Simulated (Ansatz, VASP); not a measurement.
**Al4GeRu in VASP and in Ansatz**

The input INCAR:

```
PREC     = Accurate       # precision mode
ENCUT    = 560            # plane-wave cutoff, eV
EDIFF    = 1E-6           # SCF threshold, eV
ISMEAR   = 0              # smearing method
SIGMA    = 0.1            # smearing width, eV
LREAL    = False          # projectors in reciprocal space
LASPH    = True           # aspherical terms in the spheres
NELM     = 120            # most SCF steps
ALGO     = Normal         # electronic algorithm
ISIF     = 2              # what is computed and relaxed
LWAVE    = False          # write WAVECAR
LCHARG   = False          # write CHGCAR
GGA      = PE             # functional
NBANDS   = 30             # bands
GGA_COMPAT= False
```

Contents of KPOINTS:

```
Automatic mesh
0
Gamma
  6 6 6
```

Contents of POSCAR:

```
Al4GeRu
1.0
   -2.5793188500      2.5793188500      3.4968016600
    2.5793188500     -2.5793188500      3.4968016600
    2.5793188500      2.5793188500     -3.4968016600
Al Ge Ru
4 1 1
Direct
    0.2912000100      0.2912000100      0.3305999900
    0.7087999900      0.0393999800      0.0000000000
    0.9606000200      0.9606000200      0.6694000100
    0.0393999800      0.7087999900      0.0000000000
    0.0000000000      0.0000000000      0.0000000000
    0.5000000000      0.5000000000      0.0000000000
```

Input for Ansatz:

```yaml
crystal:
  lattice:
    - [-2.57931885, 2.57931885, 3.49680166]
    - [2.57931885, -2.57931885, 3.49680166]
    - [2.57931885, 2.57931885, -3.49680166]
  atoms:
    - { symbol: Al, position: [0.29120001, 0.29120001, 0.33059999] }
    - { symbol: Al, position: [0.70879999, 0.03939998, 0.0] }
    - { symbol: Al, position: [0.96060002, 0.96060002, 0.66940001] }
    - { symbol: Al, position: [0.03939998, 0.70879999, 0.0] }
    - { symbol: Ge, position: [0.0, 0.0, 0.0] }
    - { symbol: Ru, position: [0.5, 0.5, 0.0] }
basis:
  ecutwfc: 420
kpoints:
  mp_grid: { grid: [6, 6, 6] }
hamiltonian:
  xc: pbe
scf:
  occupations: { method: gaussian, width: 0.1 }
  lower_state_search: "off"
output:
  forces: true
  stress: true
  eigenvalues: true
```

Change from the starting cell: species swapped into the AgClO4 type (I-42m, No. 121).

Alike in both runs: task single point; functional PBE; k mesh 6 × 6 × 6; occupations gaussian, width 0.1 eV; no spin polarisation.

|  | VASP | Ansatz |
| --- | --- | --- |
| version | VASP 6.6.1 | Ansatz 0.2.0 |
| potentials or method | VASP PAW PBE potentials, release 64 (Al, Ge_d, Ru_sv), cutoff 560 eV | scalar-relativistic, plane waves, PAW |
| valence electrons in the cell | 42 | 42 |

```tsv
	VASP	Ansatz	Ansatz less VASP
gap on the k mesh at the Fermi level (eV)	none	none	-
rms of the force components (eV/Å)	23.166	22.268	-0.8981
```

Atom by atom the forces differ by 0.898 eV/Å (rms over components). A gap of «none» marks a metal or a gap that the smearing closes.
